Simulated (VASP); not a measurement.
Set up this calculation in VASP 6.6.1, as the native input.

```yaml
Task: single point
Functional: PBE
Potentials_or_basis: VASP PAW PBE potentials, release 64 (Ni, O)
Cutoff: 520 eV
k_mesh: 9 × 9 × 9
Occupations: fermi-dirac, width 0.05 eV
Spin: collinear spin, zero start
Starting_moments: "[0.0, 0.0] μB"
Fixed_moment: 0 μB
Dipole_correction: no
Further_INCAR_settings: ALGO = Normal; EDIFF = 1e-07; NBANDS = 19
```

The structure of NiO lies in POSCAR:

```
NiO
1.0
    0.0000000000      2.0913095100      2.0913095100
    2.0913095100      0.0000000000      2.0913095100
    2.0913095100      2.0913095100      0.0000000000
Ni O
1 1
Direct
    0.0000000000      0.0000000000      0.0000000000
    0.5000000000      0.5000000000      0.5000000000
```

These files were run (other wordings do the same):

INCAR

```
PREC = Accurate ; ENCUT = 520
EDIFF = 1E-7 ; ISMEAR = -1
SIGMA = 0.05 ; LREAL = False
LASPH = True ; NELM = 150
ALGO = Normal ; ISIF = 2
LWAVE = False ; LCHARG = False
ISPIN = 2 ; MAGMOM = 0 0
LORBIT = 11 ; NUPDOWN = 0.0
LMAXMIX = 4 ; GGA = PE
NBANDS = 19
```

KPOINTS

```
Automatic mesh
0
Gamma
  9 9 9
```

Potentials or basis: VASP PAW PBE potentials, release 64 (Ni, O).

The run is started by

```sh
$ cat potpaw_PBE.64/Ni/POTCAR potpaw_PBE.64/O/POTCAR > POTCAR
$ mpirun -np 1 vasp_std > vasp.out
```

Results of the run:

```
Pressure                                              : -3.3 GPa
Net moment                                            : 0.00 μB per cell
Valence electrons inside the program's atomic spheres : Ni 9.05; O 4.93
```

Caveat: the cell stands under tension; the total moment is fixed, so each spin has its own Fermi level.

Run time: 21 s on 1 thread of Intel Xeon 8259CL (shared host), peak memory 0.16 GiB.
